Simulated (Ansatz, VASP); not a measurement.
## GaSb: VASP beside Ansatz

```
CELL_PARAMETERS angstrom
-1.94716 1.94716 3.46022
1.94716 -1.94716 3.46022
1.94716 1.94716 -3.46022
ATOMIC_POSITIONS crystal
Ga 0.24759 0.24759 0.00000
Sb 0.85538 0.85538 0.00000
```

Alike in both runs: functional PBE; k mesh 6 × 6 × 6; occupations gaussian, width 0.2 eV; no spin polarisation.

Ansatz relaxed the structure, and its values are those at the end. VASP's run is a single point on that final structure, the one shown.

|  | VASP | Ansatz |
| --- | --- | --- |
| version | VASP 6.6.1 | Ansatz 0.2.0 |
| potentials or method | VASP PAW PBE potentials, release 64 (Ga_d, Sb), cutoff 500 eV | scalar-relativistic, plane waves, PAW |
| valence electrons in the cell | 18 | 28 |

Ansatz gave:

| Item | Value |
| --- | --- |
| gap on the k mesh at the Fermi level (eV) | none |
| pressure (GPa) | 0.1 |
| rms of the force components (eV/Å) | 0.012 |

**Question.** What did VASP give for the same quantities?

**Answer.** gap on the k mesh at the Fermi level (eV): none; pressure (GPa): 0.2; rms of the force components (eV/Å): 0.008.

A gap of «none» marks a metal or a gap that the smearing closes. The functional is the same, so the differences come from potentials, cutoffs and numerics. VASP's potentials hold 18 valence electrons a cell and Ansatz's 28, so a difference there can come from the potentials and not from the codes.

The k mesh is coarse, so the values compare programs but aren't converged. Spin-orbit coupling is off throughout.
